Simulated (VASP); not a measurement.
# AlN (P1) in VASP: further runs, part 2 of 2

VASP 6.6.1.

### Step 3. Single point, PBE (mode 4 frozen in at -0.205 Å and mode 10 at +0.015 Å (largest displacements))

INCAR

```
ALGO     = Normal         # electronic algorithm
EDIFF    = 1E-6           # SCF threshold, eV
ENCUT    = 520            # plane-wave cutoff, eV
GGA      = PE             # functional
ISIF     = 2              # what is computed and relaxed
ISMEAR   = 0              # smearing method
LASPH    = T              # aspherical terms in the spheres
LCHARG   = F              # write CHGCAR
LREAL    = F              # projectors in reciprocal space
LWAVE    = F              # write WAVECAR
NBANDS   = 16             # bands
NELM     = 60             # most SCF steps
PREC     = Accurate       # precision mode
SIGMA    = 0.05           # smearing width, eV
```

KPOINTS

```
k-points
0
Gamma
  6 6 6
```

POSCAR

```
AlN
1.0
    0.0000000000     -2.2015682416     -2.2015682416
   -2.2015682416      0.0000000000     -2.2015682416
    2.2015682416      2.2015682416     -4.4031364832
Al N
2 2
Direct
   -0.0153639046      0.0733297213      0.0008842550
    0.5171324147      0.4284387888      0.5008842550
    0.3587374986      0.4382114588      0.8732966687
    0.8878558389      0.8083818786      0.3732966687
```

Potentials or basis: VASP PAW PBE potentials, release 64 (Al, N).

On the command line:

```
$ cat potpaw_PBE.64/Al/POTCAR potpaw_PBE.64/N/POTCAR > POTCAR
$ mpirun -np 1 vasp_std > vasp.out
```

OUTCAR:

```text
EDIFF = 1E-6
   ENCUT = 520
   GGA = PE
   ISIF = 2
   ISMEAR = 0
   LASPH = T
   LREAL = F
   NELM = 60
   PREC = Accurate

 ion  position               nearest neighbor table
   1  0.985  0.073  0.001-   3 1.88   3 1.92   4 1.94   3 1.94   2 2.91   2 2.96   2 3.09   2 3.19
                             2 3.31   2 3.36
   2  0.517  0.428  0.501-   4 1.90   4 1.91   4 1.92   3 1.93   1 2.91   1 2.96   1 3.09   1 3.19
                             1 3.31   1 3.36
   3  0.359  0.438  0.873-   1 1.88   1 1.92   2 1.93   1 1.94
   4  0.888  0.808  0.373-   2 1.90   2 1.91   2 1.92   1 1.94

  LATTYP: Found a trigonal (rhomboedric) cell.
 ALAT       =     5.3927188258
 COS(alpha) =     0.8333333333

  Lattice vectors:

 A1 = (   2.2015682416,   4.4031364832,  -2.2015682416)
 A2 = (   4.4031364832,   2.2015682416,  -2.2015682416)
 A3 = (   2.2015682416,   2.2015682416,  -4.4031364832)

Analysis of symmetry for initial positions (statically):
=====================================================================
 Subroutine PRICEL returns:
 Original cell was already a primitive cell.

 Routine SETGRP: Setting up the symmetry group for a
 trigonal (rhombohedral) supercell.

 Subroutine GETGRP returns: Found  1 space group operations
 (whereof  1 operations were pure point group operations)
 out of a pool of 12 trial point group operations.

The static configuration has the point symmetry C_1 .

Analysis of symmetry for dynamics (positions and initial velocities):
=====================================================================
 Subroutine PRICEL returns:
 Original cell was already a primitive cell.

 Routine SETGRP: Setting up the symmetry group for a
 trigonal (rhombohedral) supercell.

 Subroutine GETGRP returns: Found  1 space group operations
 (whereof  1 operations were pure point group operations)
[... 120 lines left out ...]
   EFERMI =   0.00;   METHOD = LEGACY
   ISMEAR =     0;   SIGMA  =   0.05  broadening in eV -4-tet -1-fermi 0-gaus
   EFERMI_NEDOS =   21; number of points for ismear=-14 and -15
   IALGO  =     38    algorithm
   IMIX   =      4    mixing-type and parameters
     AMIX     =   0.40;   BMIX     =  1.00
     AMIX_MAG =   1.60;   BMIX_MAG =  1.00
  volume/ion in A,a.u.               =      10.67        72.01
  Fermi-wavevector in a.u.,A,eV,Ry     =   1.180400  2.230633 18.957611  1.393345
  Thomas-Fermi vector in A             =   2.316693
   LORBIT       =      0    0 simple, 1 ext, 2 COOP (PROOUT), +10 PAW based schemes
   GGA     = PE    functional components
   LHFCALC =     F    Hartree Fock is set to
   AEXX    =    0.0000 exact exchange contribution
   IVDW    =     0    specifies the selected vdW correction
   LEPSILON=     F    determine dielectric tensor
   LRPA    =     F    only Hartree local field effects (RPA)
 non-spin polarized calculation
 Gauss-broadening in eV      SIGMA  =   0.05
  energy-cutoff  :      520.00
  volume of cell :       42.68
 maximum number of plane-waves:      1168
   NGX = 11   NGY = 11   NGZ = 21

 number of electron      16.0000001 magnetization

 Free energy of the ion-electron system (eV)
  ---------------------------------------------------
  ext. energy  EPLUGINS =         0.00000000
  ---------------------------------------------------
  free energy    TOTEN  =       -29.39177386 eV

  energy without entropy =      -29.39177386  energy(sigma->0) =      -29.39177386

 E-fermi :   6.2241     XC(G=0): -10.8507

 val. band max:        6.0052728475   @ k =   0.0000   0.0000   0.0000
 cond. band min:       9.0998608533   @ k =   0.5000   0.0000   0.5000
 fundamental gap:      3.0945880058
 Fermi energy:         6.2241079125

 k-point     1 :       0.0000    0.0000    0.0000
  band No.  band energies     occupation
      1      -9.0617      2.00000
      2      -7.0549      2.00000
      3       0.0218      2.00000
      4       5.2566      2.00000
      5       5.3583      2.00000
      6       5.7290      2.00000
[... 433 lines left out ...]
      3       1.0088      2.00000
      4       1.5724      2.00000
      5       2.9290      2.00000
      6       3.5295      2.00000
[... 8 lines left out ...]
     15      18.2497      0.00000
     16      19.8101      0.00000

 [... further k-points ...]
[... 5 lines left out ...]
  --------------------------------------------------------------------------------------
  -------------------------------------------------------------------------------------
  Total       -1.1684078      0.4960331     -0.5215957      0.4638566     -0.0839630     -0.1081564
  in kB      -43.8579742     18.6193616    -19.5788950     17.4115682     -3.1516779     -4.0598158
  external PRESSURE =     -14.9391692 kB  Pullay stress =       0.0000000 kB

 VOLUME and BASIS-vectors are now :
 -----------------------------------------------------------------------------
  energy-cutoff  :      520.00
  volume of cell :       42.68
      direct lattice vectors                 reciprocal lattice vectors
     0.000000000 -2.201568242 -2.201568242     0.113555417 -0.340666251 -0.113555417
    -2.201568242  0.000000000 -2.201568242    -0.340666251  0.113555417 -0.113555417
     2.201568242  2.201568242 -4.403136483     0.113555417  0.113555417 -0.113555417

 POSITION                                       TOTAL-FORCE (eV/Angst)
 -----------------------------------------------------------------------------------
     -0.15949     -2.16580     -2.33308         0.908225      0.001432      0.771174
      0.15949     -0.03577     -4.28720        -0.601988      0.339504     -0.463721
      0.95787      1.13284     -5.59978         0.233773     -0.270647      0.132796
     -0.95787     -1.13284     -5.37806        -0.540010     -0.070289     -0.440250
 -----------------------------------------------------------------------------------
    total drift:                                0.000052     -0.000047      0.000086

  FREE ENERGIE OF THE ION-ELECTRON SYSTEM (eV)
  ---------------------------------------------------
  free  energy   TOTEN  =       -29.3917738586 eV

  energy  without entropy=      -29.3917738586  energy(sigma->0) =      -29.39177386
```

stdout:

```text
POSCAR found type information on POSCAR AlN
 POSCAR found :  2 types and       4 ions
 scaLAPACK will be used
 LDA part: xc-table for (Slater+PW92), standard interpolation
 POSCAR, INCAR and KPOINTS ok, starting setup
 FFT: planning ... GRIDC
 FFT: planning ... GRID_SOFT
 FFT: planning ... GRID
 WAVECAR not read
 entering main loop
```

Run time: 48 s. Hardware: 1 thread of AMD EPYC 7R43 (Zen 3), shared host; peak memory 0.16 GiB.

Results:

- Free energy: -29.3918 eV
- Pressure: -1.5 GPa
- Largest force: 1.191 eV/Å
- Band gap on the k mesh: 3.09 eV, indirect (least direct gap 3.57 eV)

Forces on the atoms (eV/Å):
```
Al   0.908  0.001  0.771
Al  -0.602  0.340 -0.464
N    0.234 -0.271  0.133
N   -0.540 -0.070 -0.440
```

Stress tensor (GPa, compression positive):
```
-4.39  1.74 -0.41
 1.74  1.86 -0.32
-0.41 -0.32 -1.96
```

Caveat: the cell differs from its parent crystal (mode 4 frozen in at -0.205 Å and mode 10 at +0.015 Å (largest displacements)); forces of over 1 eV/Å act on the atoms, so gaps and moduli don't describe the material at rest.

### Step 4. Single point, PBE (mode 4 frozen in at -0.154 Å and mode 10 at +0.060 Å (largest displacements))

INCAR

```
SYSTEM = AlN
PREC     = Accurate       ! precision mode
ENCUT    = 520            ! plane-wave cutoff, eV
EDIFF    = 1E-6           ! SCF threshold, eV
ISMEAR   = 0              ! smearing method
SIGMA    = 0.05           ! smearing width, eV
LREAL    = .FALSE.        ! projectors in reciprocal space
LASPH    = .TRUE.         ! aspherical terms in the spheres
NELM     = 100            ! most SCF steps
ALGO     = Normal         ! electronic algorithm
ISIF     = 2              ! what is computed and relaxed
LWAVE    = .FALSE.        ! write WAVECAR
LCHARG   = .TRUE.         ! write CHGCAR
GGA      = PE             ! functional
LELF     = .TRUE.         ! ELF
LVHAR    = .TRUE.       
NBANDS   = 16             ! bands
```

KPOINTS

```
Automatic mesh
0
G
  6 6 6
  0 0 0
```

POSCAR

```
AlN
1.0
    0.0000000000     -2.2015682416     -2.2015682416
   -2.2015682416      0.0000000000     -2.2015682416
    2.2015682416      2.2015682416     -4.4031364832
Al N
2 2
Direct
   -0.0086530626      0.0578887894      0.0035370201
    0.5157271028      0.4491852508      0.5035370201
    0.3572637463      0.4168886004      0.8681866750
    0.8791096036      0.8194847495      0.3681866750
```

On the command line:

```
$ cat potpaw_PBE.64/Al/POTCAR potpaw_PBE.64/N/POTCAR > POTCAR
$ mpirun -np 1 vasp_std > vasp.out
```

Run time: 53 s. Hardware: 1 thread of AMD EPYC 7R43 (Zen 3), shared host; peak memory 0.16 GiB.

Results (log left out):

| Property | Result |
| --- | --- |
| Free energy | -29.4292 eV |
| Pressure | -0.3 GPa |
| Largest force | 1.684 eV/Å |
| Band gap on the k mesh | 3.08 eV, indirect (least direct gap 3.64 eV) |

Forces on the atoms (eV/Å):
```
Al   0.699  0.098  1.528
Al  -0.422  0.189  0.697
N    0.162 -0.206 -0.980
N   -0.439 -0.081 -1.245
```

Stress tensor (GPa, compression positive):
```
-1.57  5.45  0.13
 5.45  2.06  0.08
 0.13  0.08 -1.42
```

Levels at points of the mesh, in eV from the valence-band top:
```tsv
k point	band 4	band 5	band 6	band 7	band 8	band 9	band 10	band 11	band 12	band 13
(0.00, 0.00, 0.00)	-0.78	-0.55	-0.33	-0.14	0.00	3.64	6.76	9.23	10.67	10.91
(0.50, 0.00, 0.00)	-4.78	-2.70	-2.56	-1.37	-1.30	5.50	5.58	8.93	9.22	11.49
(0.00, 0.50, 0.00)	-4.67	-2.88	-2.16	-1.41	-1.33	5.39	5.62	8.77	10.05	11.07
(0.50, 0.50, 0.50)	-4.83	-2.80	-2.27	-1.21	-1.17	5.43	5.56	8.73	9.75	11.17
(0.50, 0.50, 0.00)	-5.06	-2.13	-1.79	-0.72	-0.53	3.13	6.76	8.10	9.43	10.47
(0.00, 0.50, 0.50)	-5.06	-1.97	-1.94	-0.91	-0.64	3.15	6.91	7.99	9.57	10.35
(0.50, 0.00, 0.50)	-5.06	-1.98	-1.92	-0.88	-0.61	3.08	6.73	8.17	9.41	10.56
(0.00, 0.00, 0.50)	-3.49	-0.65	-0.51	-0.27	-0.12	5.80	5.87	10.26	10.38	11.44
```

Caveat: the cell differs from its parent crystal (mode 4 frozen in at -0.154 Å and mode 10 at +0.060 Å (largest displacements)); forces of over 1 eV/Å act on the atoms, so gaps and moduli don't describe the material at rest. A k mesh can miss the band edges.

### Step 5. Single point, PBE (mode 4 frozen in at -0.154 Å and mode 10 at -0.045 Å (largest displacements))

INCAR

```
SYSTEM = AlN
ALGO = Normal
EDIFF = 1E-6
ENCUT = 520
GGA = PE
ISIF = 2
ISMEAR = 0
LASPH = .TRUE.
LCHARG = .FALSE.
LREAL = .FALSE.
LWAVE = .FALSE.
NBANDS = 16
NELM = 80
PREC = Accurate
SIGMA = 0.05
```

KPOINTS

```
k-points
0
G
  6 6 6
  0 0 0
```

POSCAR

```
AlN
1.0
    0.0000000000     -2.2015682416     -2.2015682416
   -2.2015682416      0.0000000000     -2.2015682416
    2.2015682416      2.2015682416     -4.4031364832
Al N
2 2
Direct
   -0.0148428478      0.0516990043     -0.0026527651
    0.5095373176      0.4429954656      0.4973472349
    0.3691870651      0.4288119192      0.8801099938
    0.8910329224      0.8314080683      0.3801099938
```

On the command line:

```
$ cat potpaw_PBE.64/Al/POTCAR potpaw_PBE.64/N/POTCAR > POTCAR
$ mpirun -np 1 vasp_std > vasp.out
```

Run time: 52 s. Hardware: 1 thread of AMD EPYC 7R43 (Zen 3), shared host; peak memory 0.16 GiB.

The run converged. Its results:

```yaml
Free_energy: -29.4501 eV
Pressure: -0.2 GPa
Largest_force: 1.595 eV/Å
Band_gap_on_the_k_mesh: 3.04 eV, indirect (least direct gap 3.55 eV)
```

Forces in eV/Å, atoms in the order of the input:
```
Al   0.672 -0.138 -0.503
Al  -0.577  0.248 -1.466
N    0.228 -0.102  1.255
N   -0.323 -0.008  0.714
```

Stress tensor (GPa, compression positive):
```
-1.66 -3.74 -0.50
-3.74  1.96 -0.46
-0.50 -0.46 -0.93
```

Levels at points of the mesh, in eV from the valence-band top:
```csv
k point,band 5,band 6,band 7,band 8,band 9,band 10,band 11,band 12
"(0.00, 0.00, 0.00)",-0.70,-0.46,-0.25,0.00,3.60,6.83,9.25,10.61
"(0.50, 0.00, 0.00)",-2.56,-2.40,-1.41,-1.36,5.40,5.51,8.97,9.31
"(0.00, 0.50, 0.00)",-2.72,-2.05,-1.47,-1.38,5.32,5.50,8.79,10.14
"(0.50, 0.50, 0.50)",-2.71,-2.19,-1.58,-1.54,5.39,5.55,8.82,9.90
"(0.50, 0.50, 0.00)",-2.14,-1.90,-0.95,-0.65,3.08,6.79,8.08,9.43
"(0.00, 0.50, 0.50)",-2.02,-1.98,-0.80,-0.61,3.09,6.80,7.94,9.46
"(0.50, 0.00, 0.50)",-2.03,-1.97,-0.84,-0.51,3.04,6.62,8.19,9.29
"(0.00, 0.00, 0.50)",-0.82,-0.67,-0.49,-0.32,5.89,5.91,10.27,10.34
```

Caveat: the cell differs from its parent crystal (mode 4 frozen in at -0.154 Å and mode 10 at -0.045 Å (largest displacements)); forces of over 1 eV/Å act on the atoms, so gaps and moduli don't describe the material at rest. A k mesh can miss the band edges.
